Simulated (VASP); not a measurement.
Wanted: the native input for a VASP 6.6.1 run.

```
Task                   : single point
Functional             : PBE
Potentials or basis    : VASP PAW PBE potentials, release 64 (Eu, O)
Cutoff                 : 520 eV
k mesh                 : 12 × 12 × 12
Occupations            : gaussian, width 0.01 eV
Spin                   : collinear spin, ferromagnetic start
Starting moments       : [7.43, 0.0] μB
Hubbard terms          : Eu f U = 6.0 eV
Dipole correction      : no
Further INCAR settings : ALGO = Normal; EDIFF = 1e-06; NBANDS = 22
```

The structure of EuO lies in POSCAR:

```
EuO
1.0
    0.0000000000      2.5878701890      2.5878701890
    2.5878701890      0.0000000000      2.5878701890
    2.5878701890      2.5878701890      0.0000000000
Eu O
1 1
Direct
    0.5000000000      0.5000000000      0.5000000000
    0.0000000000      0.0000000000      0.0000000000
```

One way to write it, as run:

INCAR

```
PREC = Accurate ; ENCUT = 520
EDIFF = 1E-6 ; ISMEAR = 0
SIGMA = 0.01 ; LREAL = F
LASPH = T ; NELM = 150
ALGO = Normal ; ISIF = 2
LWAVE = F ; LCHARG = F
ISPIN = 2 ; MAGMOM = 7.43 0
LORBIT = 11 ; LMAXMIX = 6
LDAU = T ; LDAUTYPE = 2
LDAUL = 3 -1 ; LDAUU = 6 0
LDAUJ = 0 0 ; LDAUPRINT = 1
GGA = PE ; NBANDS = 22
```

KPOINTS

```
regular mesh
0
Gamma
  12 12 12
```

Potentials or basis: VASP PAW PBE potentials, release 64 (Eu, O).

Run with:

```console
$ cat potpaw_PBE.64/Eu/POTCAR potpaw_PBE.64/O/POTCAR > POTCAR
$ mpirun -np 1 vasp_std > vasp.out
```

Results of the run:

```json
{
 "Pressure": "-0.3 GPa",
 "Band gap on the k mesh": "0.06 eV (least direct gap 0.23 eV)",
 "Net moment": "7.00 μB per cell",
 "Site moments": "Eu +6.73; O -0.09 μB",
 "Valence electrons inside the program's atomic spheres": "Eu 14.95; O 4.95"
}
```

Caveat: spin-orbit coupling is left out, which moves the levels of the heavy elements; a cell with one magnetic atom can't hold antiferromagnetic order, which such compounds often take.

Wall time 4.4 min on 1 thread of Intel Xeon 8259CL, with other jobs on the host, peak memory 0.25 GiB.
